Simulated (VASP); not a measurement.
# LiCl (Fm-3m) in VASP: a series of runs

The runs below take LiCl through single point, with r2SCAN.

All numbers are computed with VASP 6.6.1; they aren't measurements. Logs are shortened: lines on timing, memory, paths and dates and some standing lists are left out, and cuts for length are marked.

## 1. The cell of the first run

Symmetry: Fm-3m, No. 225, cubic system. Conventional cell: a = 5.035 Å, b = 5.035 Å, c = 5.035 Å, α = 90.00°, β = 90.00°, γ = 90.00°. Li (site symmetry m-3m) has 6 Cl at 2.52 Å within 3.3 Å. Within 3.3 Å of Cl (site symmetry m-3m) lie 6 Li at 2.52 Å.

## 2. Single point, r2SCAN (strain -1.5%)

File POSCAR:

```
LiCl
1.0
    0.0000000000      2.5176964340      2.5176964340
    2.5176964340      0.0000000000      2.5176964340
    2.5176964340      2.5176964340      0.0000000000
Li Cl
1 1
Direct
    0.0000000000      0.0000000000      0.0000000000
    0.5000000000      0.5000000000      0.5000000000
```

File INCAR.step1:

```
SYSTEM = LiCl
PREC     = Accurate       ! precision mode
ENCUT    = 520            ! plane-wave cutoff, eV
ISMEAR   = 0              ! smearing method
SIGMA    = 0.01           ! smearing width, eV
LREAL    = .False.        ! projectors in reciprocal space
LASPH    = .True.         ! aspherical terms in the spheres
NELM     = 80             ! most SCF steps
NBANDS   = 12             ! bands
GGA      = PE             ! functional
ALGO     = Normal         ! electronic algorithm
EDIFF    = 1E-4           ! SCF threshold, eV
LWAVE    = .True.         ! write WAVECAR
LCHARG   = .False.        ! write CHGCAR
```

File INCAR.step2:

```
SYSTEM = LiCl
PREC     = Accurate       ! precision mode
ENCUT    = 520            ! plane-wave cutoff, eV
EDIFF    = 1E-7           ! SCF threshold, eV
ISMEAR   = 0              ! smearing method
SIGMA    = 0.01           ! smearing width, eV
LREAL    = .False.        ! projectors in reciprocal space
LASPH    = .True.         ! aspherical terms in the spheres
NELM     = 80             ! most SCF steps
ALGO     = Normal         ! electronic algorithm
ISIF     = 2              ! what is computed and relaxed
LWAVE    = .False.        ! write WAVECAR
LCHARG   = .False.        ! write CHGCAR
METAGGA  = R2SCAN         ! meta-GGA
LMIXTAU  = .True.       
NBANDS   = 12             ! bands
ISTART   = 1
```

File KPOINTS:

```
Automatic mesh
0
Gamma
  8 8 8
  0 0 0
```

Potentials or basis: VASP PAW PBE potentials, release 64 (Li_sv, Cl).

The run is started by

```bash
> cat potpaw_PBE.64/Li_sv/POTCAR potpaw_PBE.64/Cl/POTCAR > POTCAR
> cp INCAR.step1 INCAR
> mpirun -np 1 vasp_std > vasp.out
> cp INCAR.step2 INCAR
> mpirun -np 1 vasp_std > vasp.out
```

OUTCAR:

```text
SYSTEM = LiCl
   PREC = Accurate
   ENCUT = 520
   EDIFF = 1E-7
   ISMEAR = 0
   LREAL = .False.
   LASPH = .True.
   NELM = 80
   ISIF = 2
   METAGGA = R2SCAN
   ISTART = 1

 ion  position               nearest neighbor table
   1  0.000  0.000  0.000-   2 2.52   2 2.52   2 2.52   2 2.52   2 2.52   2 2.52
   2  0.500  0.500  0.500-   1 2.52   1 2.52   1 2.52   1 2.52   1 2.52   1 2.52

  LATTYP: Found a face centered cubic cell.
 ALAT       =     5.0353928680

  Lattice vectors:

 A1 = (   0.0000000000,   2.5176964340,   2.5176964340)
 A2 = (   2.5176964340,   0.0000000000,   2.5176964340)
 A3 = (   2.5176964340,   2.5176964340,   0.0000000000)

Analysis of symmetry for initial positions (statically):
=====================================================================
 Subroutine PRICEL returns:
 Original cell was already a primitive cell.

 Routine SETGRP: Setting up the symmetry group for a
 face centered cubic supercell.

 Subroutine GETGRP returns: Found 48 space group operations
 (whereof 48 operations were pure point group operations)
 out of a pool of 48 trial point group operations.

The static configuration has the point symmetry O_h .

Analysis of symmetry for dynamics (positions and initial velocities):
=====================================================================
 Subroutine PRICEL returns:
 Original cell was already a primitive cell.

 Routine SETGRP: Setting up the symmetry group for a
 face centered cubic supercell.

 Subroutine GETGRP returns: Found 48 space group operations
 (whereof 48 operations were pure point group operations)
 out of a pool of 48 trial point group operations.

The dynamic configuration has the point symmetry O_h .

 Subroutine INISYM returns: Found 48 space group operations
 (whereof 48 operations are pure point group operations),
 and found     1 'primitive' translations

----------------------------------------------------------------------------------------

                                     Primitive cell

  volume of cell :      31.9183

  direct lattice vectors                    reciprocal lattice vectors
     0.000000000  2.517696434  2.517696434    -0.198594236  0.198594236  0.198594236
     2.517696434  0.000000000  2.517696434     0.198594236 -0.198594236  0.198594236
     2.517696434  2.517696434  0.000000000     0.198594236  0.198594236 -0.198594236

  length of vectors
     3.560560443  3.560560443  3.560560443     0.343975307  0.343975307  0.343975307

  position of ions in fractional coordinates (direct lattice)
     0.000000000  0.000000000  0.000000000
     0.500000000  0.500000000  0.500000000

[... 89 lines left out ...]
   EMIN   =  10.00;   EMAX   =-10.00  energy-range for DOS
   EFERMI =   0.00;   METHOD = LEGACY
   ISMEAR =     0;   SIGMA  =   0.01  broadening in eV -4-tet -1-fermi 0-gaus
   EFERMI_NEDOS =   21; number of points for ismear=-14 and -15
   IALGO  =     38    algorithm
   IMIX   =      4    mixing-type and parameters
     AMIX     =   0.40;   BMIX     =  1.00
     AMIX_MAG =   1.60;   BMIX_MAG =  1.00
  volume/ion in A,a.u.               =      15.96       107.70
  Fermi-wavevector in a.u.,A,eV,Ry     =   1.111889  2.101166 16.820847  1.236297
  Thomas-Fermi vector in A             =   2.248457
   LORBIT       =      0    0 simple, 1 ext, 2 COOP (PROOUT), +10 PAW based schemes
   METAGGA = R2SCAN    functional components
   LHFCALC =     F    Hartree Fock is set to
   AEXX    =    0.0000 exact exchange contribution
   IVDW    =     0    specifies the selected vdW correction
   LEPSILON=     F    determine dielectric tensor
   LRPA    =     F    only Hartree local field effects (RPA)
 non-spin polarized calculation
 Gauss-broadening in eV      SIGMA  =   0.01
  energy-cutoff  :      520.00
  volume of cell :       31.92
 maximum number of plane-waves:       881
 NGX is ok and might be reduce to    28
   NGX = 13   NGY = 13   NGZ = 13

 number of electron       9.9999994 magnetization

 Free energy of the ion-electron system (eV)
  ---------------------------------------------------
  ext. energy  EPLUGINS =         0.00000000
  ---------------------------------------------------
  free energy    TOTEN  =       -12.58387619 eV

  energy without entropy =      -12.58387619  energy(sigma->0) =      -12.58387619

 E-fermi :   0.7361     XC(G=0):  -9.4209

 val. band max:        0.6257506005   @ k =   0.0000   0.0000   0.0000
 cond. band min:       8.2276120397   @ k =   0.5000   0.0000   0.0000
 fundamental gap:      7.6018614392
 Fermi energy:         0.7360850340

 k-point     1 :       0.0000    0.0000    0.0000
  band No.  band energies     occupation
      1     -44.1205      2.00000
      2     -13.5658      2.00000
      3       0.6257      2.00000
      4       0.6257      2.00000
      5       0.6258      2.00000
      6       8.3009      0.00000
      7      13.3271      0.00000
      8      13.3271      0.00000
      9      13.3271      0.00000
     10      16.1498      0.00000
     11      16.1498      0.00000
     12      16.8536      0.00000
[... 331 lines left out ...]
 k-point    24 :      -0.3750    0.2500    0.1250
  band No.  band energies     occupation
      1     -44.1163      2.00000
      2     -12.7688      2.00000
      3      -2.1661      2.00000
      4      -0.8256      2.00000
      5      -0.0286      2.00000
      6       9.7720      0.00000
      7      10.8860      0.00000
      8      12.1913      0.00000
      9      13.7613      0.00000
     10      17.3999      0.00000
     11      18.3954      0.00000
     12      20.2024      0.00000

 [... further k-points ...]

------------------------ aborting loop because EDIFF is reached ----------------------------------------

  FORCE on cell =-STRESS in cart. coord.  units (eV):
  Direction    XX          YY          ZZ          XY          YZ          ZX
  --------------------------------------------------------------------------------------
  -------------------------------------------------------------------------------------
  Total        0.2400353      0.2400353      0.2400353      0.0000000     -0.0000000     -0.0000000
  in kB       12.0488502     12.0488502     12.0488502      0.0000000     -0.0000000     -0.0000000
  external PRESSURE =      12.0488502 kB  Pullay stress =       0.0000000 kB

 VOLUME and BASIS-vectors are now :
 -----------------------------------------------------------------------------
  energy-cutoff  :      520.00
  volume of cell :       31.92
      direct lattice vectors                 reciprocal lattice vectors
     0.000000000  2.517696434  2.517696434    -0.198594236  0.198594236  0.198594236
     2.517696434  0.000000000  2.517696434     0.198594236 -0.198594236  0.198594236
     2.517696434  2.517696434  0.000000000     0.198594236  0.198594236 -0.198594236

 POSITION                                       TOTAL-FORCE (eV/Angst)
 -----------------------------------------------------------------------------------
      0.00000      0.00000      0.00000        -0.000000     -0.000000     -0.000000
      2.51770      2.51770      2.51770         0.000000      0.000000      0.000000
 -----------------------------------------------------------------------------------
    total drift:                                0.000000      0.000000      0.000000

  FREE ENERGIE OF THE ION-ELECTRON SYSTEM (eV)
  ---------------------------------------------------
  free  energy   TOTEN  =       -12.5838761866 eV

  energy  without entropy=      -12.5838761866  energy(sigma->0) =      -12.58387619
```

OUTCAR.step1:

```text
SYSTEM = LiCl
   PREC = Accurate
   ENCUT = 520
   ISMEAR = 0
   LREAL = .False.
   LASPH = .True.
[... 584 lines left out ...]
      0.00000      0.00000      0.00000        -0.000000     -0.000000     -0.000000
      2.51770      2.51770      2.51770         0.000000      0.000000      0.000000
 -----------------------------------------------------------------------------------
    total drift:                                0.000000      0.000000      0.000000

  FREE ENERGIE OF THE ION-ELECTRON SYSTEM (eV)
  ---------------------------------------------------
  free  energy   TOTEN  =        -7.3700385681 eV

  energy  without entropy=       -7.3700385681  energy(sigma->0) =       -7.37003857
```

It took 67 s on 1 thread of Intel Xeon Platinum 8488C (Sapphire Rapids), shared host; peak memory 0.16 GiB.

Results:

- Free energy: -12.5839 eV
- Band gap on the k mesh: 7.60 eV (least direct gap 7.68 eV)

Levels at points of the mesh, in eV from the valence-band top:
```csv
k point,band 1,band 2,band 3,band 4,band 5,band 6,band 7,band 8,band 9,band 10
"(0.00, 0.00, 0.00)",-44.75,-14.19,0.00,0.00,0.00,7.68,12.70,12.70,12.70,15.52
"(0.50, 0.00, 0.00)",-44.74,-13.53,-3.08,-0.30,-0.30,7.60,10.34,10.34,14.85,18.27
"(0.50, 0.50, 0.00)",-44.74,-13.24,-3.20,-1.23,-1.23,8.84,8.92,14.10,15.89,15.89
```

Caveat: the cell differs from its parent crystal (strain -1.5%); the cutoff is under 1.25 times the usual one of these potentials, so pressure, stress and relaxed cells hold a basis-set (Pulay) error; the PAW data sets were made with another functional, which shifts forces and pressure a little.

## 3. Single point, r2SCAN

This run uses another cell than the first one, of 16.70 Å³/atom.

File POSCAR:

```
LiCl
1.0
    0.0000000000      2.5560369889      2.5560369889
    2.5560369889      0.0000000000      2.5560369889
    2.5560369889      2.5560369889      0.0000000000
Li Cl
1 1
Direct
    0.0000000000      0.0000000000      0.0000000000
    0.5000000000      0.5000000000      0.5000000000
```

File INCAR.step1:

```
ALGO = Normal
EDIFF = 1E-4
ENCUT = 520
GGA = PE
ISMEAR = 0
LASPH = T
LCHARG = F
LREAL = F
LWAVE = T
NBANDS = 12
NELM = 60
PREC = Accurate
SIGMA = 0.01
```

File INCAR.step2:

```
ALGO = Normal
EDIFF = 1E-7
ENCUT = 520
ISIF = 2
ISMEAR = 0
ISTART = 1
LASPH = T
LCHARG = T
LELF = T
LMIXTAU = T
LREAL = F
LVHAR = T
LWAVE = F
METAGGA = R2SCAN
NBANDS = 12
NELM = 60
PREC = Accurate
SIGMA = 0.01
```

File KPOINTS:

```
k-points
0
Gamma
  8 8 8
```

Potentials or basis: VASP PAW PBE potentials, release 64 (Li_sv, Cl).

The run is started by

```bash
> cat potpaw_PBE.64/Li_sv/POTCAR potpaw_PBE.64/Cl/POTCAR > POTCAR
> cp INCAR.step1 INCAR
> mpirun -np 1 vasp_std > vasp.out
> cp INCAR.step2 INCAR
> mpirun -np 1 vasp_std > vasp.out
```

It took 60 s on 1 thread of Intel Xeon Platinum 8488C (Sapphire Rapids), shared host; peak memory 0.16 GiB.

It converged, with:

| Item | Value |
| --- | --- |
| Free energy | -12.5881 eV |
| Band gap on the k mesh | 7.36 eV |

Levels at points of the mesh, in eV from the valence-band top:
```csv
k point,band 2,band 3,band 4,band 5,band 6,band 7,band 8,band 9
"(0.00, 0.00, 0.00)",-14.02,0.00,0.00,0.00,7.36,12.67,12.67,12.67
"(0.50, 0.00, 0.00)",-13.42,-2.88,-0.28,-0.28,7.55,10.32,10.32,14.32
"(0.50, 0.50, 0.00)",-13.17,-2.98,-1.14,-1.14,8.79,8.91,13.67,15.50
```

Caveat: the cutoff is under 1.25 times the usual one of these potentials, so pressure, stress and relaxed cells hold a basis-set (Pulay) error; the PAW data sets were made with another functional, which shifts forces and pressure a little.
